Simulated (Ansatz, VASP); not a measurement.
## Two plane-wave programs on BaTe

```xyz
2
Lattice="4.2625 0.0000 0.0000 0.0000 4.2625 0.0000 0.0000 0.0000 4.6887" Properties=species:S:1:pos:R:3 pbc="T T T"
Ba    0.0000    0.0000    0.0000
Te    2.1312    2.1312    2.3444
```

Change from the starting cell: strain +0.1000 x Voigt [0, 0, 1, 0, 0, 0], atoms carried along.

Alike in both runs: task single point; functional LDA; k mesh 6 × 6 × 6; occupations gaussian, width 0.05 eV; no spin polarisation.

|  | VASP | Ansatz |
| --- | --- | --- |
| version | VASP 6.6.1 | Ansatz 0.2.0 |
| potentials or method | VASP PAW LDA potentials, release 64 (Ba_sv, Te), cutoff 520 eV | scalar-relativistic, plane waves, PAW |
| valence electrons in the cell | 16 | 26 |

|  | VASP | Ansatz | Ansatz less VASP |
| --- | --- | --- | --- |
| gap on the k mesh at the Fermi level (eV) | 0.35 | 0.43 | +0.076 |
| least direct gap on the mesh (eV) | 0.48 | 0.56 | +0.077 |
| pressure (GPa) | -4.8 | -5.1 | -0.32 |
| traceless stress, the component that is largest in VASP (GPa) | -4.03 | -4.03 | 0.000 |

LDA's correlation is that of Perdew and Zunger in VASP and of Perdew and Wang (1992) in Ansatz. VASP's potentials hold 16 valence electrons a cell and Ansatz's 26, so a difference there can come from the potentials and not from the codes.

Spin-orbit coupling is off throughout.
